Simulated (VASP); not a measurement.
Si2C, 9 atoms in the cell. It takes space group P3_112 (No. 151, trigonal). Conventional cell: a = 4.400 Å, b = 4.400 Å, c = 5.161 Å, α = 90.00°, β = 90.00°, γ = 120.00°. Si (site symmetry 1) has 2 Si at 1.58 to 1.81 Å and 1 C at 1.75 Å within 2.1 Å. C (site symmetry 2) has 2 Si at 1.75 Å and 2 C at 1.87 Å within 2.3 Å. 

```yaml
Program: VASP 6.6.1
Task: single point
Functional: PBE
Potentials_or_basis: VASP PAW PBE potentials, release 64 (Si, C)
Cutoff: 520 eV
k_mesh: 6 × 6 × 4
Occupations: gaussian, width 0.1 eV
Spin: no spin polarisation
Dipole_correction: no
Further_INCAR_settings: ALGO = Normal; EDIFF = 1e-07; NBANDS = 28
```

Potentials or basis: VASP PAW PBE potentials, release 64 (Si, C).

Command:

```bash
$ cat potpaw_PBE.64/Si/POTCAR potpaw_PBE.64/C/POTCAR > POTCAR
$ mpirun -np 1 vasp_std > vasp.out
```

Hardware: 1 thread of Intel(R) Xeon(R) Platinum 8259CL CPU @ 2.50GHz (Skylake/Cascade Lake), with other jobs on the host.

Question: How long does it take, and how much memory?

Answer: Run time: 73 s on 1 thread of Intel(R) Xeon(R) Platinum 8259CL CPU @ 2.50GHz (Skylake/Cascade Lake), on a shared host, peak memory 0.22 GiB. Counts: scf iterations 16, k points 24.
